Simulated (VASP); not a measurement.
# SrCl2 (P-3m1) in VASP: a series of runs, part 2 of 2

VASP 6.6.1.

### 3 Single point, PBE

Contents of INCAR:

```
SYSTEM = SrCl2
PREC = Accurate ; ENCUT = 520
EDIFF = 1E-6 ; ISMEAR = 0
SIGMA = 0.01 ; LREAL = .False.
LASPH = .True. ; NELM = 60
ALGO = Normal ; ISIF = 2
LWAVE = .False. ; LCHARG = .True.
GGA = PE ; LELF = .True.
LVHAR = .True. ; NBANDS = 19
```

Contents of KPOINTS:

```
regular mesh
0
Gamma
  6 6 2
  0 0 0
```

Contents of POSCAR:

```
SrCl2
1.0
    4.4072489239      0.0000000000      0.0000000000
   -2.2036244619      3.8167895289      0.0000000000
    0.0000000000      0.0000000000      5.5960649219
Sr Cl
1 2
Direct
    0.0000000000      0.0000000000      0.0000000000
    0.3333333333      0.6666666667      0.2486950223
    0.6666666667      0.3333333333      0.7513049777
```

Potentials or basis: VASP PAW PBE potentials, release 64 (Sr_sv, Cl).

Run with:

```bash
$ cat potpaw_PBE.64/Sr_sv/POTCAR potpaw_PBE.64/Cl/POTCAR > POTCAR
$ mpirun -np 1 vasp_std > vasp.out
```

OUTCAR:

```text
SYSTEM = SrCl2
   PREC = Accurate
   ENCUT = 520
   EDIFF = 1E-6
   ISMEAR = 0
   LREAL = .False.
   LASPH = .True.
   NELM = 60
   ISIF = 2
   GGA = PE

 ion  position               nearest neighbor table
   1  0.000  0.000  0.000-   2 2.90   3 2.90   2 2.90   3 2.90   3 2.90   2 2.90
   2  0.333  0.667  0.249-   1 2.90   1 2.90   1 2.90
   3  0.667  0.333  0.751-   1 2.90   1 2.90   1 2.90

  LATTYP: Found a hexagonal cell.
 ALAT       =     4.4072489239
 C/A-ratio  =     1.2697410604

  Lattice vectors:

 A1 = (   4.4072489239,   0.0000000000,   0.0000000000)
 A2 = (  -2.2036244619,   3.8167895289,   0.0000000000)
 A3 = (   0.0000000000,   0.0000000000,   5.5960649219)

Analysis of symmetry for initial positions (statically):
=====================================================================
 Subroutine PRICEL returns:
 Original cell was already a primitive cell.

 Routine SETGRP: Setting up the symmetry group for a
 hexagonal supercell.

 Subroutine GETGRP returns: Found 12 space group operations
 (whereof 12 operations were pure point group operations)
 out of a pool of 24 trial point group operations.

The static configuration has the point symmetry D_3d.

Analysis of symmetry for dynamics (positions and initial velocities):
=====================================================================
 Subroutine PRICEL returns:
 Original cell was already a primitive cell.

 Routine SETGRP: Setting up the symmetry group for a
 hexagonal supercell.

 Subroutine GETGRP returns: Found 12 space group operations
 (whereof 12 operations were pure point group operations)
 out of a pool of 24 trial point group operations.

The dynamic configuration has the point symmetry D_3d.

 Subroutine INISYM returns: Found 12 space group operations
 (whereof 12 operations are pure point group operations),
 and found     1 'primitive' translations

----------------------------------------------------------------------------------------

                                     Primitive cell

  volume of cell :      94.1344

  direct lattice vectors                    reciprocal lattice vectors
     4.407248924  0.000000000  0.000000000     0.226898915  0.131000150  0.000000000
    -2.203624462  3.816789529  0.000000000     0.000000000  0.262000300  0.000000000
     0.000000000  0.000000000  5.596064922     0.000000000  0.000000000  0.178696998

  length of vectors
     4.407248924  4.407248924  5.596064922     0.262000300  0.262000300  0.178696998

  position of ions in fractional coordinates (direct lattice)
     0.000000000  0.000000000  0.000000000
     0.333333333  0.666666667  0.248695022
     0.666666667  0.333333333  0.751304978

  ion indices of the primitive-cell ions
   primitive index   ion index
                 1           1
                 2           2
                 3           3

----------------------------------------------------------------------------------------

 KPOINTS: regular mesh

Automatic generation of k-mesh.
 Grid dimensions read from file:
 generate k-points for:    6    6    2

 Generating k-lattice:

  Cartesian coordinates                     Fractional coordinates (reciprocal lattice)
     0.037816486  0.021833358  0.000000000     0.166666667  0.000000000  0.000000000
     0.000000000  0.043666717  0.000000000     0.000000000  0.166666667  0.000000000
     0.000000000  0.000000000  0.089348499     0.000000000  0.000000000  0.500000000

  Length of vectors
     0.043666717  0.043666717  0.089348499

  Shift w.r.t. Gamma in fractional coordinates (k-lattice)
     0.000000000  0.000000000  0.000000000

 Subroutine IBZKPT returns following result:
 ===========================================

 Found     14 irreducible k-points:

 Following reciprocal coordinates:
            Coordinates               Weight
  0.000000  0.000000  0.000000      1.000000
  0.166667  0.000000  0.000000      6.000000
  0.333333  0.000000  0.000000      6.000000
  0.500000  0.000000  0.000000      3.000000
  0.166667  0.166667  0.000000      6.000000
  0.333333  0.166667  0.000000     12.000000
  0.333333  0.333333  0.000000      2.000000
  0.000000  0.000000  0.500000      1.000000
  0.166667  0.000000  0.500000      6.000000
  0.333333  0.000000  0.500000      6.000000
  0.500000  0.000000  0.500000      3.000000
  0.166667  0.166667  0.500000      6.000000
  0.333333  0.166667  0.500000     12.000000
  0.333333  0.333333  0.500000      2.000000
   k-points           NKPTS =     14   k-points in BZ     NKDIM =     14   number of bands    NBANDS=     19
   number of dos      NEDOS =    301   number of ions     NIONS =      3
   total plane-waves  NPLWV =  54432
   dimension x,y,z NGX =    36 NGY =   36 NGZ =   42
   dimension x,y,z NGXF=    72 NGYF=   72 NGZF=   84
   ions per type =               1   2
   NGX,Y,Z   is equivalent  to a cutoff of  13.58, 13.58, 12.48 a.u.
   NGXF,Y,Z  is equivalent  to a cutoff of  27.16, 27.16, 24.95 a.u.
 SYSTEM =  SrCl2
   PREC   = accura    normal or accurate (medium, high low for compatibility)
   ISTART =      0    job   : 0-new  1-cont  2-samecut
   ICHARG =      2    charge: 1-file 2-atom 10-const
   ISPIN  =      1    spin polarized calculation?
   LNONCOLLINEAR =      F non collinear calculations
   LSORBIT =      F    spin-orbit coupling
   LASPH  =      T    aspherical Exc in radial PAW
   ENCUT  =  520.0 eV  38.22 Ry    6.18 a.u.   8.19  8.19 10.40*2*pi/ulx,y,z
   NELM   =     60;   NELMIN=  2; NELMDL= -5     # of ELM steps
   EDIFF  = 0.1E-05   stopping-criterion for ELM
   LREAL  =      F    real-space projection
   EDIFFG = 0.1E-04   stopping-criterion for IOM
   NSW    =      0    number of steps for IOM
   IBRION =     -1    ionic relax: 0-MD 1-quasi-New 2-CG
   NFREE  =      0    steps in history (QN), initial steepest desc. (CG)
   ISIF   =      2    stress and relaxation
   ISYM   =      2    0-nonsym 1-usesym 2-fastsym
   POTIM  = 0.5000    time-step for ionic-motion
   TEBEG  =    0.0;   TEEND  =   0.0 temperature during run
   PSTRESS=    0.0 pullay stress
   NELECT =      24.0000    total number of electrons
   NUPDOWN=      -1.0000    fix difference up-down
   EMIN   =  10.00;   EMAX   =-10.00  energy-range for DOS
   EFERMI =   0.00;   METHOD = LEGACY
   ISMEAR =     0;   SIGMA  =   0.01  broadening in eV -4-tet -1-fermi 0-gaus
   EFERMI_NEDOS =   21; number of points for ismear=-14 and -15
   IALGO  =     38    algorithm
   IMIX   =      4    mixing-type and parameters
     AMIX     =   0.40;   BMIX     =  1.00
     AMIX_MAG =   1.60;   BMIX_MAG =  1.00
  volume/ion in A,a.u.               =      31.38       211.75
  Fermi-wavevector in a.u.,A,eV,Ry     =   1.038076  1.961679 14.661657  1.077601
  Thomas-Fermi vector in A             =   2.172543
   LORBIT       =      0    0 simple, 1 ext, 2 COOP (PROOUT), +10 PAW based schemes
   GGA     = PE    functional components
   LHFCALC =     F    Hartree Fock is set to
   AEXX    =    0.0000 exact exchange contribution
   IVDW    =     0    specifies the selected vdW correction
   LEPSILON=     F    determine dielectric tensor
   LRPA    =     F    only Hartree local field effects (RPA)
 non-spin polarized calculation
 Gauss-broadening in eV      SIGMA  =   0.01
  energy-cutoff  :      520.00
  volume of cell :       94.13
 maximum number of plane-waves:      2570
 NGX is ok and might be reduce to    36
   NGX = 17   NGY = 17   NGZ = 21

 number of electron      24.0000002 magnetization

 Free energy of the ion-electron system (eV)
  ---------------------------------------------------
  ext. energy  EPLUGINS =         0.00000000
  ---------------------------------------------------
  free energy    TOTEN  =       -12.59926193 eV

  energy without entropy =      -12.59926193  energy(sigma->0) =      -12.59926193

 E-fermi :  -0.6046     XC(G=0):  -7.7965

 val. band max:       -0.7482016962   @ k =   0.0000   0.0000   0.0000
 cond. band min:       4.4104083133   @ k =   0.0000   0.0000   0.0000
 fundamental gap:      5.1586100096
 Fermi energy:        -0.6045738497

 k-point     1 :       0.0000    0.0000    0.0000
  band No.  band energies     occupation
      1     -33.4158      2.00000
      2     -15.6859      2.00000
      3     -15.3900      2.00000
      4     -15.3900      2.00000
      5     -13.6747      2.00000
      6     -12.9639      2.00000
[... 285 lines left out ...]
      6     -13.1557      2.00000
[... 11 lines left out ...]
     18       8.0237      0.00000
     19       9.2320      0.00000

------------------------ aborting loop because EDIFF is reached ----------------------------------------

  FORCE on cell =-STRESS in cart. coord.  units (eV):
  Direction    XX          YY          ZZ          XY          YZ          ZX
  --------------------------------------------------------------------------------------
  -------------------------------------------------------------------------------------
  Total        0.7530166      0.7530166      0.7684768      0.0000000      0.0000000      0.0000000
  in kB       12.8164153     12.8164153     13.0795494      0.0000000      0.0000000      0.0000000
  external PRESSURE =      12.9041267 kB  Pullay stress =       0.0000000 kB

 VOLUME and BASIS-vectors are now :
 -----------------------------------------------------------------------------
  energy-cutoff  :      520.00
  volume of cell :       94.13
      direct lattice vectors                 reciprocal lattice vectors
     4.407248924  0.000000000  0.000000000     0.226898915  0.131000150  0.000000000
    -2.203624462  3.816789529  0.000000000     0.000000000  0.262000300  0.000000000
     0.000000000  0.000000000  5.596064922     0.000000000  0.000000000  0.178696998

 POSITION                                       TOTAL-FORCE (eV/Angst)
 -----------------------------------------------------------------------------------
      0.00000      0.00000      0.00000         0.000000      0.000000      0.000000
     -0.00000      2.54453      1.39171        -0.000000     -0.000000      0.024313
      2.20362      1.27226      4.20435         0.000000      0.000000     -0.024313
 -----------------------------------------------------------------------------------
    total drift:                               -0.000000     -0.000000     -0.000000

  FREE ENERGIE OF THE ION-ELECTRON SYSTEM (eV)
  ---------------------------------------------------
  free  energy   TOTEN  =       -12.5992619273 eV

  energy  without entropy=      -12.5992619273  energy(sigma->0) =      -12.59926193
```

stdout:

```text
POSCAR found type information on POSCAR SrCl
 POSCAR found :  2 types and       3 ions
 scaLAPACK will be used
 LDA part: xc-table for (Slater+PW92), standard interpolation
 POSCAR, INCAR and KPOINTS ok, starting setup
 FFT: planning ... GRIDC
 FFT: planning ... GRID_SOFT
 FFT: planning ... GRID
 WAVECAR not read
 entering main loop
```

It took 13 s on 1 thread of Intel Xeon 6975P-C (Granite Rapids), shared host; peak memory 0.22 GiB.

Results:

```yaml
Free_energy: -12.5993 eV
Pressure: 1.3 GPa
Largest_force: 0.024 eV/Å
Band_gap_on_the_k_mesh: 5.16 eV, direct
```

Forces on the atoms (eV/Å):
```
Sr   0.000  0.000  0.000
Cl   0.000  0.000  0.024
Cl   0.000  0.000 -0.024
```

Caveat: the k points lie up to 0.56 Å⁻¹ apart.
